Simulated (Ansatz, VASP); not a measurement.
Ge in VASP and in Ansatz

```
CELL_PARAMETERS angstrom
-2.52238 2.52238 1.36913
2.52238 -2.52238 1.36913
2.52238 2.52238 -1.36913
ATOMIC_POSITIONS crystal
Ge 0.25000 0.75000 0.50000
Ge 0.50000 0.50000 0.00000
```

Change from the starting cell: volume scaled by 0.9405, PAW files.

Alike in both runs: task electric field gradients; functional r2SCAN; k mesh 16 × 16 × 16; occupations fermi-dirac, width 0.05 eV; no spin polarisation.

```csv
,VASP,Ansatz
version,VASP 6.6.1,Ansatz 0.2.0
potentials or method,"VASP PAW PBE potentials, release 64 (Ge_d)","PAW with Ansatz's default frozen-core files, scalar-relativistic"
plane-wave cutoff (eV),520,500
valence electrons in the cell,28,28
```

|  | VASP | Ansatz | Ansatz less VASP |
| --- | --- | --- | --- |
| pressure (GPa) | 6.1 | 6.2 | +0.17 |
| traceless stress, the component that is largest in VASP (GPa) | 0.31 | 0.35 | +0.043 |
| size of Vzz on the site where it differs most (V/Å²) | 29.0 | 30.7 | +1.75 |

VASP's potentials were made for PBE, not for r2SCAN.
